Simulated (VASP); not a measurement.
SrCl2, 3 atoms in the cell. Symmetry: Fm-3m, No. 225, cubic system. The conventional cell has a = 6.995 Å, b = 6.995 Å, c = 6.995 Å, α = 90.00°, β = 90.00°, γ = 90.00°. Sr (site symmetry m-3m) has 8 Cl at 3.03 Å within 4.0 Å. Cl (site symmetry -43m) has 4 Sr at 3.03 Å and 6 Cl at 3.50 Å within 4.0 Å. 

```yaml
Program: VASP 6.6.1
Task: single point
Functional: HSE06
Potentials_or_basis: VASP PAW PBE potentials, release 64 (Sr_sv, Cl)
Cutoff: 520 eV
k_mesh: 4 × 4 × 4
Occupations: gaussian, width 0.01 eV
Spin: no spin polarisation
Dipole_correction: no
Grid_for_exact_exchange_PRECFOCK: Normal
Further_INCAR_settings: ALGO = Normal; EDIFF = 1e-06; NBANDS = 19
Share_of_exact_exchange: 0.25
Screening_parameter: 0.2079 1/Å
```

Potentials or basis: VASP PAW PBE potentials, release 64 (Sr_sv, Cl).

Run with:

```bash
$ cat potpaw_PBE.64/Sr_sv/POTCAR potpaw_PBE.64/Cl/POTCAR > POTCAR
$ cp INCAR.step1 INCAR
$ mpirun -np 1 vasp_std > vasp.out
$ cp INCAR.step2 INCAR
$ mpirun -np 1 vasp_std > vasp.out
```

Hardware: 1 thread of Intel(R) Xeon(R) Platinum 8488C (Sapphire Rapids) (shared host).

Problem. How long does it take, and how much memory?

Solution. It took 21 min on 1 thread of Intel(R) Xeon(R) Platinum 8488C (Sapphire Rapids), with other jobs on the host, peak memory 0.35 GiB. Counts: k points 8.
